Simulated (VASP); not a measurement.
# Ti: single point with PBEsol

The system is Ti.

```
Ti
1.0
     2.60445    0.00000    0.00000
     0.00000    2.60445    0.00000
     0.00000    0.00000    2.60445
Ti
1
Cartesian
  0.0000 0.0000 0.0000
```

```json
{"Program": "VASP 6.6.1", "Task": "single point", "Functional": "PBEsol", "Potentials or basis": "VASP PAW PBE potentials, release 64 (Ti_sv)", "Cutoff": "520 eV", "k mesh": "8 × 8 × 8", "Occupations": "fermi-dirac, width 0.1 eV", "Spin": "no spin polarisation", "Dipole correction": "no", "Further INCAR settings": "ALGO = Normal; EDIFF = 1e-06; NBANDS = 12"}
```

| Quantity | Value |
| --- | --- |
| Pressure | -0.1 GPa |
| Band gap on the k mesh | zero (band 6 reaches 8.47 eV, above the bottom of band 7 at 6.47 eV) |

Levels at points of the mesh, in eV from the Fermi level:
| k point | band 3 | band 4 | band 5 | band 6 | band 7 | band 8 | band 9 | band 10 |
| --- | --- | --- | --- | --- | --- | --- | --- | --- |
| (0.00, 0.00, 0.00) | -32.09 | -32.09 | -5.79 | -1.34 | -1.34 | 4.12 | 4.12 | 4.12 |
| (0.50, 0.00, 0.00) | -32.00 | -32.00 | -1.86 | -0.59 | -0.16 | 2.14 | 2.14 | 4.30 |
| (0.50, 0.50, 0.00) | -32.92 | -31.92 | -2.83 | -0.08 | 2.58 | 2.58 | 5.33 | 5.42 |
| (0.50, 0.50, 0.50) | -32.79 | -32.79 | -1.26 | -1.26 | -1.26 | 5.44 | 5.44 | 9.10 |

Run time: 4.9 s on 1 thread of Intel Xeon 6455B (shared host), peak memory 0.12 GiB.

Caveat: the PAW data sets were made with another functional, which shifts forces and pressure a little.
